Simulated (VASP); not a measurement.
HfSc2N2, 10 atoms in the cell. Symmetry: Fd-3m, No. 227, cubic system. The conventional cell has a = 8.814 Å, b = 8.814 Å, c = 8.814 Å, α = 90.00°, β = 90.00°, γ = 90.00°. Hf (site symmetry -43m) has 4 Sc at 1.91 Å within 2.5 Å. Within 2.5 Å of Sc (site symmetry -3m) lie 2 Hf at 1.91 Å. N (site symmetry -3m) has 6 N at 3.12 Å and 6 Sc at 3.12 Å and 6 Hf at 3.65 Å within 4.1 Å. 

| Property | Result |
| --- | --- |
| Program | VASP 6.6.1 |
| Task | single point |
| Functional | PBE |
| Potentials or basis | VASP PAW PBE potentials, release 64 (Hf_pv, Sc_sv, N) |
| Cutoff | 520 eV |
| k mesh | 4 × 4 × 4 |
| Occupations | gaussian, width 0.1 eV |
| Spin | no spin polarisation |
| Dipole correction | no |
| Further INCAR settings | ALGO = Normal; EDIFF = 1e-06; NBANDS = 53 |

Potentials or basis: VASP PAW PBE potentials, release 64 (Hf_pv, Sc_sv, N).

Command:

```console
$ cat potpaw_PBE.64/Hf_pv/POTCAR potpaw_PBE.64/Sc_sv/POTCAR potpaw_PBE.64/N/POTCAR > POTCAR
$ mpirun -np 1 vasp_std > vasp.out
```

Hardware: 1 thread of Intel(R) Xeon(R) 6975P-C (Granite Rapids), on a shared host.

How long does it take, and how much memory?

It took 54 s on 1 thread of Intel(R) Xeon(R) 6975P-C (Granite Rapids) (shared host), peak memory 0.35 GiB. Counts: scf iterations 17, k points 8.
